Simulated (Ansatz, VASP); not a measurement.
One calculation of SrCl2, two programs

```
CELL_PARAMETERS angstrom
0.00000 3.68869 3.45962
3.68869 0.00000 3.45962
3.68869 3.68869 0.00000
ATOMIC_POSITIONS crystal
Sr 0.00000 0.00000 0.00000
Cl 0.25000 0.25000 0.25000
Cl 0.75000 0.75000 0.75000
```

Alike in both runs: task single point; functional PBE; k mesh 6 × 6 × 6; occupations gaussian, width 0.05 eV; no spin polarisation.

|  | VASP | Ansatz |
| --- | --- | --- |
| version | VASP 6.6.1 | Ansatz 0.2.0 |
| potentials or method | VASP PAW PBE potentials, release 64 (Sr_sv, Cl), cutoff 520 eV | scalar-relativistic, plane waves, PAW |
| valence electrons in the cell | 24 | 24 |

```csv
,VASP,Ansatz,Ansatz less VASP
gap on the k mesh at the Fermi level (eV),4.63,4.63,+0.001
least direct gap on the mesh (eV),4.86,4.86,0.000
pressure (GPa),-2.1,-2.1,-0.04
"traceless stress, the component that is largest in VASP (GPa)",1.93,1.94,+0.009
```
